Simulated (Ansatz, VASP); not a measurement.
# One calculation of Cs, two programs

```
CELL_PARAMETERS angstrom
4.69716 0.00000 0.00000
0.00000 4.69716 0.00000
0.00000 0.00000 4.69716
ATOMIC_POSITIONS crystal
Cs 0.00000 0.00000 0.00000
```

Change from the starting cell: volume scaled by 1, crystal datasets.

Alike in both runs: task single point; functional LDA; k mesh 8 × 8 × 8; occupations fermi-dirac, width 0.1 eV; no spin polarisation.

```csv
,VASP,Ansatz
version,VASP 6.6.1,Ansatz 0.2.0
potentials or method,"VASP PAW LDA potentials, release 64 (Cs_sv), cutoff 520 eV","all-electron PAW with datasets made for the crystal, scalar-relativistic"
```

|  | VASP | Ansatz | Ansatz less VASP |
| --- | --- | --- | --- |
| pressure (GPa) | 0.0 | 0.0 | +0.01 |

LDA's correlation is that of Perdew and Zunger in VASP and of Perdew and Wang (1992) in Ansatz. Ansatz ran all-electron here, and VASP with PAW potentials.

Neither program's run includes spin-orbit coupling.
